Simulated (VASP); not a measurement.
Input of a VASP 6.6.1 run:

File INCAR:

```
ALGO = Normal
EDIFF = 1E-6
ENCUT = 520
GGA = PS
ISIF = 2
ISMEAR = 1
LASPH = T
LCHARG = F
LREAL = F
LWAVE = F
NBANDS = 20
NELM = 60
PREC = Accurate
SIGMA = 0.1
```

KPOINTS

```
k-points
0
Gamma
  6 6 3
```

POSCAR

```
MoS2
1.0
    3.2273400000      0.0407500000      0.0029600000
   -1.5783800000      2.8033800000      0.0062500000
    0.0057800000      0.0174500000      6.4273100000
Mo S
1 2
Direct
    0.0064100000      0.9986900000      0.4964200000
    0.3317800000      0.6689500000      0.2568600000
    0.6718770121      0.3327561695      0.7471523494
```

Potentials or basis: VASP PAW PBE potentials, release 64 (Mo_sv, S).

The run is started by

```sh
$ cat potpaw_PBE.64/Mo_sv/POTCAR potpaw_PBE.64/S/POTCAR > POTCAR
$ mpirun -np 1 vasp_std > vasp.out
```

**Question.** Estimate the pressure.

**Answer.** -6.9 GPa.

**Question.** Predict the largest force.

**Answer.** 0.950 eV/Å.

Forces in eV/Å, atoms in the order of the input:
```
Mo  -0.211  0.075  0.764
S    0.338 -0.060  0.177
S   -0.127 -0.015 -0.941
```

Caveat: the k points lie up to 0.37 Å⁻¹ apart; the PAW data sets were made with another functional, which shifts forces and pressure a little.
